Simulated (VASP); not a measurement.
Set up this calculation in VASP 6.6.1, as the native input.

```
Task                   : single point
Functional             : revPBE
Potentials or basis    : VASP PAW PBE potentials, release 64 (Si, C)
Cutoff                 : 520 eV
k mesh                 : 12 × 12 × 4
Occupations            : gaussian, width 0.01 eV
Spin                   : no spin polarisation
Dipole correction      : no
Further INCAR settings : ALGO = Normal; EDIFF = 1e-07; NBANDS = 16
```

The structure of SiC lies in POSCAR:

```
SiC
1.0
    3.0760000000      0.0000000000      0.0000000000
   -1.5380000000      2.6638941420      0.0000000000
    0.0000000000      0.0000000000      5.0480000000
Si C
2 2
Direct
    0.3333330000      0.6666670000      0.0000000000
    0.6666670000      0.3333330000      0.5000000000
    0.3333330000      0.6666670000      0.3850000000
    0.6666670000      0.3333330000      0.8850000000
```

These files were run (other wordings do the same):

INCAR

```
PREC = Accurate
ENCUT = 520
EDIFF = 1E-7
ISMEAR = 0
SIGMA = 0.01
LREAL = F
LASPH = T
NELM = 80
ALGO = Normal
ISIF = 2
LWAVE = F
LCHARG = F
GGA = RE
NBANDS = 16
```

KPOINTS

```
regular mesh
0
Gamma
  12 12 4
```

Potentials or basis: VASP PAW PBE potentials, release 64 (Si, C).

Command:

```console
$ cat potpaw_PBE.64/Si/POTCAR potpaw_PBE.64/C/POTCAR > POTCAR
$ mpirun -np 1 vasp_std > vasp.out
```

Results of the run:

The pressure is 5.7 GPa and the largest force is 0.756 eV/Å. The band gap on the k mesh is 2.35 eV (least direct gap 4.10 eV).

Caveat: the cell stands under pressure; the PAW data sets were made with another functional, which shifts forces and pressure a little.

It took 33 s on 1 thread of Intel(R) Xeon(R) Platinum 8175M CPU @ 2.50GHz (Skylake/Cascade Lake), with other jobs on the host, peak memory 0.17 GiB.
